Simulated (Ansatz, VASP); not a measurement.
**SnH5 in VASP and in Ansatz**

The input INCAR:

```
SYSTEM = SnH5
  PREC = Accurate
  ENCUT = 600
  EDIFF = 1E-7
  ISMEAR = 0
  SIGMA = 0.1
  LREAL = .FALSE.
  LASPH = .TRUE.
  NELM = 80
  ALGO = Normal
  ISIF = 3
  LWAVE = .FALSE.
  LCHARG = .FALSE.
  GGA = PE
  IBRION = 2
  NSW = 90
  EDIFFG = -0.04
```

KPOINTS

```
Automatic mesh
0
G
  6 6 4
  0 0 0
```

File POSCAR:

```
SnH5
1.0
    3.9052391200      0.0000000000      0.0000000000
   -1.9526195600      3.3820362800      0.0000000000
    0.0000000000      0.0000000000      5.4929249900
Sn H
1 5
Direct
    0.6666666700      0.3333333300      0.0000000000
    0.0000000000      0.0000000000      0.0000000000
    0.0000000000      0.0000000000      0.2040403000
    0.0000000000      0.0000000000      0.7959597000
    0.0000000000      0.0000000000      0.6219513200
    0.0000000000      0.0000000000      0.3780486800
```

Input for Ansatz:

```yaml
crystal:
  lattice:
    - [3.90523912, 0.0, 0.0]
    - [-1.95261956, 3.38203628, 0.0]
    - [0.0, 0.0, 5.49292499]
  atoms:
    - { symbol: Sn, position: [0.66666667, 0.33333333, 0.0] }
    - { symbol: H, position: [0.0, 0.0, 0.0] }
    - { symbol: H, position: [0.0, 0.0, 0.2040403] }
    - { symbol: H, position: [0.0, 0.0, 0.7959597] }
    - { symbol: H, position: [0.0, 0.0, 0.62195132] }
    - { symbol: H, position: [0.0, 0.0, 0.37804868] }
basis:
  ecutwfc: 420
kpoints:
  mp_grid: { grid: [6, 6, 4] }
hamiltonian:
  xc: pbe
scf:
  occupations: { method: gaussian, width: 0.1 }
  lower_state_search: "off"
output:
  forces: true
  stress: true
  eigenvalues: true
relax:
  adjacent_minimum: "off"
  f_tol: 0.04
  max_steps: 70
  cell: { stress_tol: 0.4 }
```

Alike in both runs: task relaxation of cell and atoms; functional PBE; k mesh 6 × 6 × 4; occupations gaussian, width 0.1 eV; no spin polarisation.

```csv
,VASP,Ansatz
version,VASP 6.6.1,Ansatz 0.2.0
potentials or method,"VASP PAW PBE potentials, release 64 (Sn_d, H), cutoff 600 eV","scalar-relativistic, plane waves, PAW"
valence electrons in the cell,19,19
```

Ansatz gave:

| Property | Result |
| --- | --- |
| gap on the k mesh at the Fermi level, each at its own relaxed structure (eV) | none |
| relaxed volume (Å³/atom) | 19.64 |
| relaxed length of the cell vector where the two differ most in proportion (Å) | 10.596 |

What did VASP give for the same quantities?

gap on the k mesh at the Fermi level, each at its own relaxed structure (eV): none; relaxed volume (Å³/atom): 15.96; relaxed length of the cell vector where the two differ most in proportion (Å): 8.649.

A gap of «none» marks a metal or a gap that the smearing closes. One of these differences is far larger than is usual between the two programs; its cause wasn't traced.

Noted on VASP's run: the volume moved by over 15 % at a fixed basis, so the end points are rough.
